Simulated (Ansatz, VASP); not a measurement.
Ca2SiS6: VASP beside Ansatz

INCAR

```
ALGO     = Normal         # electronic algorithm
EDIFF    = 1E-7           # SCF threshold, eV
EDIFFG   = -0.04          # ionic threshold
ENCUT    = 600            # plane-wave cutoff, eV
GGA      = PE             # functional
IBRION   = 2              # ionic algorithm
ISIF     = 3              # what is computed and relaxed
ISMEAR   = 0              # smearing method
LASPH    = T              # aspherical terms in the spheres
LCHARG   = F              # write CHGCAR
LREAL    = F              # projectors in reciprocal space
LWAVE    = F              # write WAVECAR
NELM     = 100            # most SCF steps
NSW      = 90             # ionic steps
PREC     = Accurate       # precision mode
SIGMA    = 0.1            # smearing width, eV
```

Contents of KPOINTS:

```
k-points
0
Gamma
  4 4 4
```

File POSCAR:

```
Ca2SiS6
1.0
    0.0000000000      4.3994401800      4.3994401800
    4.3994401800      0.0000000000      4.3994401800
    4.3994401800      4.3994401800      0.0000000000
Ca Si S
2 1 6
Direct
    0.2500000000      0.2500000000      0.2500000000
    0.7500000000      0.7500000000      0.7500000000
    0.0000000000      0.0000000000      0.0000000000
    0.7500000000      0.2500000000      0.2500000000
    0.2500000000      0.7500000000      0.7500000000
    0.2500000000      0.7500000000      0.2500000000
    0.7500000000      0.2500000000      0.7500000000
    0.2500000000      0.2500000000      0.7500000000
    0.7500000000      0.7500000000      0.2500000000
```

Input for Ansatz:

```yaml
crystal:
  lattice:
    - [0.0, 4.39944018, 4.39944018]
    - [4.39944018, 0.0, 4.39944018]
    - [4.39944018, 4.39944018, 0.0]
  atoms:
    - { symbol: Ca, position: [0.25, 0.25, 0.25] }
    - { symbol: Ca, position: [0.75, 0.75, 0.75] }
    - { symbol: Si, position: [0.0, 0.0, 0.0] }
    - { symbol: S, position: [0.75, 0.25, 0.25] }
    - { symbol: S, position: [0.25, 0.75, 0.75] }
    - { symbol: S, position: [0.25, 0.75, 0.25] }
    - { symbol: S, position: [0.75, 0.25, 0.75] }
    - { symbol: S, position: [0.25, 0.25, 0.75] }
    - { symbol: S, position: [0.75, 0.75, 0.25] }
basis:
  ecutwfc: 420
kpoints:
  mp_grid: { grid: [4, 4, 4] }
hamiltonian:
  xc: pbe
scf:
  occupations: { method: gaussian, width: 0.1 }
  lower_state_search: "off"
output:
  forces: true
  stress: true
  eigenvalues: true
relax:
  adjacent_minimum: "off"
  f_tol: 0.04
  max_steps: 70
  cell: { stress_tol: 0.4 }
```

Change from the starting cell: ordered vacancies on the cation sites of perovskite (Fm-3m, No. 225).

Alike in both runs: task relaxation of cell and atoms; functional PBE; k mesh 4 × 4 × 4; occupations gaussian, width 0.1 eV; no spin polarisation.

|  | VASP | Ansatz |
| --- | --- | --- |
| version | VASP 6.6.1 | Ansatz 0.2.0 |
| potentials or method | VASP PAW PBE potentials, release 64 (Ca_sv, Si, S), cutoff 600 eV | scalar-relativistic, plane waves, PAW |
| valence electrons in the cell | 60 | 60 |

VASP gave:

```
gap on the k mesh at the Fermi level, each at its own relaxed structure (eV) : none
relaxed volume (Å³/atom)                                                     : 20.18
relaxed cell length with the largest relative difference (Å)                 : 6.357
```

Problem. What did Ansatz give for the same quantities?

Solution. gap on the k mesh at the Fermi level, each at its own relaxed structure (eV): none; relaxed volume (Å³/atom): 20.19; relaxed cell length with the largest relative difference (Å): 6.357.

A gap of «none» marks a metal or a gap that the smearing closes.
